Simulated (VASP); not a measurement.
# Ru (Fd-3m) in VASP: single point with LDA

Aim: the single point of Ru with LDA.

All numbers are computed with VASP 6.6.1; they aren't measurements. Logs are shortened: lines on timing, memory, paths and dates and some standing lists are left out, and cuts for length are marked.

## (1) The cell of the first run

It takes space group Fd-3m (No. 227, cubic). Conventional cell: a = 5.356 Å, b = 5.356 Å, c = 5.356 Å, α = 90.00°, β = 90.00°, γ = 90.00°. Ru (site symmetry -43m) has 4 Ru at 2.32 Å within 3.1 Å.

## (2) Single point, LDA

The input, INCAR:

```
PREC     = Accurate       # precision mode
ENCUT    = 520            # plane-wave cutoff, eV
EDIFF    = 1E-7           # SCF threshold, eV
ISMEAR   = -1             # smearing method
SIGMA    = 0.1            # smearing width, eV
LREAL    = False          # projectors in reciprocal space
LASPH    = True           # aspherical terms in the spheres
NELM     = 100            # most SCF steps
ALGO     = Normal         # electronic algorithm
ISIF     = 2              # what is computed and relaxed
LWAVE    = False          # write WAVECAR
LCHARG   = False          # write CHGCAR
GGA      = CA             # functional
NBANDS   = 21             # bands
```

The input, KPOINTS:

```
Automatic mesh
0
Gamma
  13 13 13
```

The input, POSCAR:

```
Ru
1.0
    0.0000000000      2.6781447146      2.6781447146
    2.6781447146      0.0000000000      2.6781447146
    2.6781447146      2.6781447146      0.0000000000
Ru
2
Direct
   -0.1250000000     -0.1250000000     -0.1250000000
    0.1250000000      0.1250000000      0.1250000000
```

Potentials or basis: VASP PAW LDA potentials, release 64 (Ru_pv).

Started as:

```bash
$ cat potpaw_LDA.64/Ru_pv/POTCAR > POTCAR
$ mpirun -np 1 vasp_std > vasp.out
```

OUTCAR:

```text
PREC = Accurate
   ENCUT = 520
   EDIFF = 1E-7
   ISMEAR = -1
   LREAL = False
   LASPH = True
   NELM = 100
   ISIF = 2
   GGA = CA

 ion  position               nearest neighbor table
   1  0.875  0.875  0.875-   2 2.32   2 2.32   2 2.32   2 2.32
   2  0.125  0.125  0.125-   1 2.32   1 2.32   1 2.32   1 2.32

  LATTYP: Found a face centered cubic cell.
 ALAT       =     5.3562894292

  Lattice vectors:

 A1 = (   0.0000000000,   2.6781447146,   2.6781447146)
 A2 = (   2.6781447146,   0.0000000000,   2.6781447146)
 A3 = (   2.6781447146,   2.6781447146,   0.0000000000)

Analysis of symmetry for initial positions (statically):
=====================================================================
 Subroutine PRICEL returns:
 Original cell was already a primitive cell.

 Routine SETGRP: Setting up the symmetry group for a
 face centered cubic supercell.

 Subroutine GETGRP returns: Found 48 space group operations
 (whereof 12 operations were pure point group operations)
 out of a pool of 48 trial point group operations.

The static configuration has the point symmetry D_3d.
 The point group associated with its full space group is O_h .

Analysis of symmetry for dynamics (positions and initial velocities):
=====================================================================
 Subroutine PRICEL returns:
 Original cell was already a primitive cell.

 Routine SETGRP: Setting up the symmetry group for a
 face centered cubic supercell.

 Subroutine GETGRP returns: Found 48 space group operations
 (whereof 12 operations were pure point group operations)
 out of a pool of 48 trial point group operations.

The dynamic configuration has the point symmetry D_3d.
 The point group associated with its full space group is O_h .

 Subroutine INISYM returns: Found 48 space group operations
 (whereof 12 operations are pure point group operations),
 and found     1 'primitive' translations

----------------------------------------------------------------------------------------

                                     Primitive cell

  volume of cell :      38.4178

  direct lattice vectors                    reciprocal lattice vectors
     0.000000000  2.678144715  2.678144715    -0.186696409  0.186696409  0.186696409
     2.678144715  0.000000000  2.678144715     0.186696409 -0.186696409  0.186696409
[... 72 lines left out ...]
   ions per type =               2
   NGX,Y,Z   is equivalent  to a cutoff of  12.29, 12.29, 12.29 a.u.
   NGXF,Y,Z  is equivalent  to a cutoff of  24.58, 24.58, 24.58 a.u.
 SYSTEM =  unknown system
   PREC   = accura    normal or accurate (medium, high low for compatibility)
   ISTART =      0    job   : 0-new  1-cont  2-samecut
   ICHARG =      2    charge: 1-file 2-atom 10-const
   ISPIN  =      1    spin polarized calculation?
   LNONCOLLINEAR =      F non collinear calculations
   LSORBIT =      F    spin-orbit coupling
   LASPH  =      T    aspherical Exc in radial PAW
   ENCUT  =  520.0 eV  38.22 Ry    6.18 a.u.   7.04  7.04  7.04*2*pi/ulx,y,z
   NELM   =    100;   NELMIN=  2; NELMDL= -5     # of ELM steps
   EDIFF  = 0.1E-06   stopping-criterion for ELM
   LREAL  =      F    real-space projection
   EDIFFG = 0.1E-05   stopping-criterion for IOM
   NSW    =      0    number of steps for IOM
   IBRION =     -1    ionic relax: 0-MD 1-quasi-New 2-CG
   NFREE  =      0    steps in history (QN), initial steepest desc. (CG)
   ISIF   =      2    stress and relaxation
   ISYM   =      2    0-nonsym 1-usesym 2-fastsym
   POTIM  = 0.5000    time-step for ionic-motion
   TEBEG  =    0.0;   TEEND  =   0.0 temperature during run
   PSTRESS=    0.0 pullay stress
   NELECT =      28.0000    total number of electrons
   NUPDOWN=      -1.0000    fix difference up-down
   EMIN   =  10.00;   EMAX   =-10.00  energy-range for DOS
   EFERMI =   0.00;   METHOD = LEGACY
   ISMEAR =    -1;   SIGMA  =   0.10  broadening in eV -4-tet -1-fermi 0-gaus
   EFERMI_NEDOS =   21; number of points for ismear=-14 and -15
   IALGO  =     38    algorithm
   IMIX   =      4    mixing-type and parameters
     AMIX     =   0.40;   BMIX     =  1.00
     AMIX_MAG =   1.60;   BMIX_MAG =  1.00
  volume/ion in A,a.u.               =      19.21       129.63
  Fermi-wavevector in a.u.,A,eV,Ry     =   1.473274  2.784084 29.531931  2.170536
  Thomas-Fermi vector in A             =   2.588187
   LORBIT       =      0    0 simple, 1 ext, 2 COOP (PROOUT), +10 PAW based schemes
   GGA     = CA    functional components
   LHFCALC =     F    Hartree Fock is set to
   AEXX    =    0.0000 exact exchange contribution
   IVDW    =     0    specifies the selected vdW correction
   LEPSILON=     F    determine dielectric tensor
   LRPA    =     F    only Hartree local field effects (RPA)
 non-spin polarized calculation
  energy-cutoff  :      520.00
  volume of cell :       38.42
 maximum number of plane-waves:      1046
   NGX = 15   NGY = 15   NGZ = 15

 number of electron      27.9999998 magnetization

 Free energy of the ion-electron system (eV)
  ---------------------------------------------------
  ext. energy  EPLUGINS =         0.00000000
  ---------------------------------------------------
  free energy    TOTEN  =       -18.61627124 eV

  energy without entropy =      -18.55812698  energy(sigma->0) =      -18.58719911

 E-fermi :   7.5082     XC(G=0): -11.9358

 val. band max:        7.5045987663   @ k =   0.3077   0.1538   0.0769
 cond. band min:       7.5819914595   @ k =   0.3846   0.3077   0.0000
 fundamental gap:      0.0773926932
 Fermi energy:         7.5081736714

 k-point     1 :       0.0000    0.0000    0.0000
  band No.  band energies     occupation
      1     -35.5943      2.00000
      2     -35.5943      2.00000
      3     -35.5943      2.00000
      4     -34.5695      2.00000
      5     -34.5695      2.00000
      6     -34.5695      2.00000
[... 565 lines left out ...]
     20      16.6946      0.00000
     21      17.9182      0.00000

 [... further k-points ...]
[... 5 lines left out ...]
  --------------------------------------------------------------------------------------
  -------------------------------------------------------------------------------------
  Total        0.2053517      0.2053517      0.2053517      0.0000000      0.0000000      0.0000000
  in kB        8.5640011      8.5640011      8.5640011      0.0000000      0.0000000      0.0000000
  external PRESSURE =       8.5640011 kB  Pullay stress =       0.0000000 kB

 VOLUME and BASIS-vectors are now :
 -----------------------------------------------------------------------------
  energy-cutoff  :      520.00
  volume of cell :       38.42
      direct lattice vectors                 reciprocal lattice vectors
     0.000000000  2.678144715  2.678144715    -0.186696409  0.186696409  0.186696409
     2.678144715  0.000000000  2.678144715     0.186696409 -0.186696409  0.186696409
     2.678144715  2.678144715  0.000000000     0.186696409  0.186696409 -0.186696409

 POSITION                                       TOTAL-FORCE (eV/Angst)
 -----------------------------------------------------------------------------------
      4.68675      4.68675      4.68675        -0.000000      0.000000      0.000000
      0.66954      0.66954      0.66954         0.000000     -0.000000     -0.000000
 -----------------------------------------------------------------------------------
    total drift:                                0.000000     -0.000000     -0.000000

  FREE ENERGIE OF THE ION-ELECTRON SYSTEM (eV)
  ---------------------------------------------------
  free  energy   TOTEN  =       -18.6162712386 eV

  energy  without entropy=      -18.5581269822  energy(sigma->0) =      -18.58719911
```

OSZICAR:

```text
N       E                     dE             d eps       ncg     rms          rms(c)
DAV:   1     0.284190858751E+03    0.28419E+03   -0.17533E+04  3528   0.140E+03
DAV:   2    -0.138584579471E+02   -0.29805E+03   -0.28844E+03  3748   0.423E+02
DAV:   3    -0.192341894431E+02   -0.53757E+01   -0.53447E+01  3978   0.648E+01
DAV:   4    -0.192853659407E+02   -0.51176E-01   -0.51159E-01  4890   0.562E+00
DAV:   5    -0.192858048168E+02   -0.43888E-03   -0.43880E-03  4013   0.450E-01    0.139E+01
DAV:   6    -0.186903522674E+02    0.59545E+00   -0.15390E+00  3753   0.111E+01    0.484E+00
DAV:   7    -0.186304731609E+02    0.59879E-01   -0.68183E-02  4248   0.209E+00    0.184E+00
DAV:   8    -0.186162230684E+02    0.14250E-01   -0.17939E-02  3708   0.897E-01    0.669E-02
DAV:   9    -0.186162597087E+02   -0.36640E-04   -0.37547E-04  4262   0.162E-01    0.338E-02
DAV:  10    -0.186162712660E+02   -0.11557E-04   -0.19689E-05  4155   0.421E-02    0.260E-03
DAV:  11    -0.186162712386E+02    0.27345E-07   -0.57940E-07  4244   0.601E-03
   1 F= -.18616271E+02 E0= -.18587199E+02  d E =-.581443E-01
```

Wall time 20 s (1 thread of Intel Xeon 6975P-C (Granite Rapids), shared host); peak memory 0.17 GiB.

Results:

```
Free energy            : -18.6163 eV
Pressure               : 0.9 GPa
Band gap on the k mesh : zero (band 14 reaches 7.97 eV, above the bottom of band 15 at 6.95 eV)
```

Levels at points of the mesh, in eV from the Fermi level:
```tsv
k point	band 10	band 11	band 12	band 13	band 14	band 15	band 16	band 17	band 18	band 19
(0.00, 0.00, 0.00)	-3.37	-3.37	-3.37	-0.51	-0.51	-0.51	2.04	2.04	10.41	10.41
```
